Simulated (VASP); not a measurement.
Wanted: the native input for a VASP 6.6.1 run.

```yaml
Task: single point
Functional: PBE
Potentials_or_basis: VASP PAW PBE potentials, release 64 (Pb_d, F)
Cutoff: 520 eV
k_mesh: 8 × 8 × 8
Occupations: gaussian, width 0.01 eV
Spin: non-collinear spin, zero start, spin-orbit coupling
Starting_moments: "[[0.0, 0.0, 0.0], [0.0, 0.0, 0.0], [0.0, 0.0, 0.0]] μB"
Dipole_correction: no
Further_INCAR_settings: ALGO = Normal; EDIFF = 1e-07; NBANDS = 41
```

The structure of PbF2 lies in POSCAR:

```
PbF2
1.0
    0.0000000000      2.9604381116      2.9604381116
    2.9604381116      0.0000000000      2.9604381116
    2.9604381116      2.9604381116      0.0000000000
Pb F
1 2
Direct
    0.0000000000      0.0000000000      0.0000000000
    0.2500000000      0.2500000000      0.2500000000
    0.7500000000      0.7500000000      0.7500000000
```

The input as run:

INCAR

```
SYSTEM = PbF2
  ALGO = Normal
  EDIFF = 1E-7
  ENCUT = 520
  GGA = PE
  GGA_COMPAT = .False.
  ISIF = 2
  ISMEAR = 0
  LASPH = .True.
  LCHARG = .True.
  LORBIT = 11
  LORBMOM = .True.
  LREAL = .False.
  LSORBIT = .True.
  LVHAR = .True.
  LWAVE = .False.
  MAGMOM = 0 0 0 0 0 0 0 0 0
  NBANDS = 41
  NELM = 150
  PREC = Accurate
  SIGMA = 0.01
```

KPOINTS

```
k-points
0
Gamma
  8 8 8
  0 0 0
```

Potentials or basis: VASP PAW PBE potentials, release 64 (Pb_d, F).

The run is started by

```sh
$ cat potpaw_PBE.64/Pb_d/POTCAR potpaw_PBE.64/F/POTCAR > POTCAR
$ mpirun -np 1 vasp_ncl > vasp.out
```

It gave:

| Item | Value |
| --- | --- |
| Pressure | 2.6 GPa |
| Net moment | 0.00 μB per cell |
| Valence electrons inside the program's atomic spheres | Pb 11.72; F 6.07 |

Caveat: the structure was generated, so it needn't be the stable form of PbF2.

Run time: 84 s on 1 thread of AMD EPYC 9R45 96-Core Processor (Zen 5), on a shared host, peak memory 0.32 GiB.
